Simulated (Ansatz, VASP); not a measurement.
BN in VASP and in Ansatz

INCAR

```
SYSTEM = BN
PREC     = Accurate       ! precision mode
ENCUT    = 520            ! plane-wave cutoff, eV
EDIFF    = 1E-6           ! SCF threshold, eV
ISMEAR   = 0              ! smearing method
SIGMA    = 0.02           ! smearing width, eV
LREAL    = .FALSE.        ! projectors in reciprocal space
LASPH    = .TRUE.         ! aspherical terms in the spheres
NELM     = 60             ! most SCF steps
ALGO     = Normal         ! electronic algorithm
ISIF     = 2              ! what is computed and relaxed
LWAVE    = .FALSE.        ! write WAVECAR
LCHARG   = .FALSE.        ! write CHGCAR
GGA      = PE             ! functional
IBRION   = 2              ! ionic algorithm
NSW      = 60             ! ionic steps
EDIFFG   = -0.002         ! ionic threshold
```

File KPOINTS:

```
Automatic mesh
0
G
  9 9 6
  0 0 0
```

The input POSCAR:

```
BN
1.0
    2.5157504731      0.0000000000      0.0000000000
   -1.2578752366      2.1787038193      0.0000000000
    0.0000000000      0.0000000000      4.1351800715
B N
2 2
Direct
    0.3333333333      0.6666666667     -0.0001748391
    0.6666666667      0.3333333333      0.4998251609
    0.3333333333      0.6666666667      0.3741748391
    0.6666666667      0.3333333333      0.8741748391
```

Input for Ansatz:

```yaml
crystal:
  lattice:
    - [2.5157504731, 0.0, 0.0]
    - [-1.2578752366, 2.1787038193, 0.0]
    - [0.0, 0.0, 4.1351800715]
  atoms:
    - { symbol: B, position: [0.3333333333, 0.6666666667, -0.0001748391] }
    - { symbol: B, position: [0.6666666667, 0.3333333333, 0.4998251609] }
    - { symbol: "N", position: [0.3333333333, 0.6666666667, 0.3741748391] }
    - { symbol: "N", position: [0.6666666667, 0.3333333333, 0.8741748391] }
basis:
  ecutwfc: 420
kpoints:
  mp_grid: { grid: [9, 9, 6] }
hamiltonian:
  xc: pbe
  pseudopotentials: { kind: paw, azcp: { folder: soft_1 } }
scf:
  occupations: { method: gaussian, width: 0.02 }
output:
  forces: true
  stress: true
  eigenvalues: true
relax:
  adjacent_minimum: "off"
  f_tol: 0.002
  max_steps: 40
```

Change from the starting cell: strained cell.

Alike in both runs: task relaxation of the atoms; functional PBE; k mesh 9 × 9 × 6; occupations gaussian, width 0.02 eV; no spin polarisation.

```csv
,VASP,Ansatz
version,VASP 6.6.1,Ansatz 0.2.0
potentials or method,"VASP PAW PBE potentials, release 64 (B, N), cutoff 520 eV","scalar-relativistic, plane waves, PAW"
valence electrons in the cell,16,16
```

|  | VASP | Ansatz | Ansatz less VASP |
| --- | --- | --- | --- |
| gap on the k mesh at the Fermi level, each at its own relaxed structure (eV) | 5.14 | 5.15 | +0.013 |

Ansatz's warnings: stress scf threshold loose.
